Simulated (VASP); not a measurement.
# F: single point with PBEsol

F:

```xyz
4
Lattice="3.0415 -1.7480 -0.2346 3.0415 1.7480 -0.2346 -2.2870 0.0000 7.0005" Properties=species:S:1:pos:R:3 pbc="T T T"
F     0.2737    0.0000    0.7022
F     3.5223    0.0000    5.8291
F     1.6932    0.0000    3.9210
F     2.1028    0.0000    2.6103
```

| Quantity | Value |
| --- | --- |
| Program | VASP 6.6.1 |
| Task | single point |
| Functional | PBEsol |
| Potentials or basis | VASP PAW PBE potentials, release 64 (F) |
| Cutoff | 520 eV |
| k mesh | 4 × 4 × 2 |
| Occupations | gaussian, width 0.05 eV |
| Spin | no spin polarisation |

| Item | Value |
| --- | --- |
| Pressure | -1.6 GPa |
| Largest force | 2.393 eV/Å |
| Band gap on the k mesh | 2.06 eV, indirect (least direct gap 2.16 eV) |

Forces in eV/Å, atoms in the order of the input:
```
F   -0.821  0.000 -2.248
F    0.821  0.000  2.248
F   -0.428  0.000  1.499
F    0.428  0.000 -1.499
```

Stress tensor (GPa, compression positive):
```
-1.28  0.00 -4.12
 0.00 -0.50  0.00
-4.12  0.00 -3.15
```

Levels at points of the mesh, in eV from the valence-band top:
```
           k point  band 10  band 11  band 12  band 13  band 14  band 15  band 16  band 17  band 18  band 19
(0.00, 0.00, 0.00)    -2.74    -0.40    -0.22    -0.10    -0.10     2.06     3.86     8.84    11.28    12.43
(0.50, 0.00, 0.00)    -2.85    -0.48    -0.35    -0.30    -0.25     2.24     3.85    12.81    13.09    14.54
(0.50, 0.50, 0.00)    -2.85    -0.48    -0.37    -0.19     0.00     2.19     3.82    13.04    13.34    13.71
(0.00, 0.00, 0.50)    -2.74    -0.27    -0.26    -0.21    -0.11     2.15     3.74     9.61     9.81    15.02
(0.50, 0.00, 0.50)    -2.83    -0.58    -0.43    -0.21    -0.06     2.18     3.86    12.80    13.66    13.77
(0.50, 0.50, 0.50)    -2.87    -0.45    -0.37    -0.24    -0.11     2.25     3.84    12.76    12.93    15.11
```

It took 17 s on 1 thread of Intel(R) Xeon(R) Platinum 8488C (Sapphire Rapids) (shared host), peak memory 0.19 GiB.

Caveat: the k points lie up to 0.53 Å⁻¹ apart; the PAW data sets were made with another functional, which shifts forces and pressure a little. A k mesh can miss the band edges.
